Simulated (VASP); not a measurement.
## SnO2: single point with r2SCAN

Crystal: SnO2.

```
Sn O
1.0
     4.76022    0.00000    0.00000
     0.00000    4.76022    0.00000
     0.00000    0.00000    3.20057
Sn O
2 4
Cartesian
  0.0000 0.0000 0.0000
  2.3801 2.3801 1.6003
  1.5268 1.5268 0.0000
  0.9240 3.8362 1.6003
  3.3041 3.3041 0.0000
  3.8362 0.9240 1.6003
```

This cell differs from its parent crystal: atom 3 (O) moved -0.100 Å towards its neighbour atom 1 (Sn) at 2.059 Å.

| Quantity | Value |
| --- | --- |
| Program | VASP 6.6.1 |
| Task | single point |
| Functional | r2SCAN |
| Potentials or basis | VASP PAW PBE potentials, release 64 (Sn_d, O) |
| Cutoff | 520 eV |
| k mesh | 6 × 6 × 8 |
| Occupations | gaussian, width 0.05 eV |
| Spin | no spin polarisation |

- Pressure: 2.7 GPa
- Largest force: 2.329 eV/Å
- Band gap on the k mesh: 1.85 eV

Forces on the atoms (eV/Å):
```
Sn   0.264  0.264  0.000
Sn   0.707  0.707  0.000
O   -1.647 -1.647  0.000
O   -0.033  0.299  0.000
O    0.410  0.410  0.000
O    0.299 -0.033  0.000
```

Stress tensor (GPa, compression positive):
```
 2.01 -0.04  0.00
-0.04  2.01  0.00
 0.00  0.00  3.95
```

Levels at points of the mesh, in eV from the valence-band top:
```
           k point  band 23  band 24  band 25  band 26  band 27  band 28  band 29  band 30
(0.00, 0.00, 0.00)    -1.13    -0.80    -0.74     0.00     1.85     6.69     7.07     7.13
(0.50, 0.00, 0.00)    -1.20    -1.09    -0.73    -0.56     4.82     5.18     7.70     7.81
(0.50, 0.50, 0.00)    -1.32    -1.21    -0.97    -0.85     5.09     5.63     8.11     8.24
(0.00, 0.00, 0.50)    -1.69    -1.62    -1.30    -1.26     6.56     7.35    10.22    10.82
(0.50, 0.00, 0.50)    -1.13    -1.07    -0.70    -0.61     6.83     7.63     8.75     8.95
(0.50, 0.50, 0.50)    -1.03    -1.01    -0.88    -0.79     5.45     6.00     9.42     9.65
```

It took 6.8 min on 1 thread of AMD EPYC 9R45 96-Core Processor (Zen 5), on a shared host, peak memory 0.24 GiB.

Caveat: the cell differs from its parent crystal (atom 3 (O) moved -0.100 Å towards its neighbour atom 1 (Sn) at 2.059 Å); the PAW data sets were made with another functional, which shifts forces and pressure a little; spin-orbit coupling is left out, which moves the levels of the heavy elements.
